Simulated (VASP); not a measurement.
Here is a VASP 6.6.1 calculation.

INCAR

```
SYSTEM = W
  PREC = Accurate
  ENCUT = 600
  EDIFF = 1E-7
  ISMEAR = 1
  SIGMA = 0.0779
  LREAL = .FALSE.
  LASPH = .TRUE.
  NELM = 100
  ALGO = Normal
  ISIF = 3
  LWAVE = .FALSE.
  LCHARG = .FALSE.
  GGA = PE
  IBRION = 2
  NSW = 60
  EDIFFG = -0.03
```

KPOINTS

```
regular mesh
0
G
  5 10 10
  0 0 0
```

Contents of POSCAR:

```
W
1.0
   -3.1976547800      3.1976547800      3.1976547800
    1.5988273900     -1.5988273900      1.5988273900
    1.5988273900      1.5988273900     -1.5988273900
W
2
Direct
    0.0000000000      0.0000000000      0.0000000000
    0.5000000000      0.0000000000      0.0000000000
```

Potentials or basis: VASP PAW PBE potentials, release 64 (W_sv).

Launch:

```bash
$ cat potpaw_PBE.64/W_sv/POTCAR > POTCAR
$ mpirun -np 1 vasp_std > vasp.out
```

Task: What does it give for the relaxed cell?

Result: a = 5.519 Å, b = 2.759 Å, c = 2.759 Å, α = 109.47°, β = 109.47°, γ = 109.47°.

Task: What does it give for the band gap on the k mesh?

Result: Zero (band 14 reaches 13.58 eV, above the bottom of band 15 at 10.16 eV).

Task: Predict the space group after relaxing (to 0.05 Å).

Result: Im-3m (No. 229).

Task: Predict the relaxed volume.

Result: 16.17 Å³/atom.

Step by step:
| step | energy change (eV) | largest force (eV/Å) | pressure (GPa) | volume (Å³) |
| --- | --- | --- | --- | --- |
| 1 | 0.0000 | 0.0000 | -3.29 | 32.70 |
| 2 | 0.0427 | 0.0000 | 12.73 | 31.13 |
| 3 | -0.0037 | 0.0000 | -0.06 | 32.35 |

Caveat: spin-orbit coupling is left out, which moves the levels of the heavy elements.
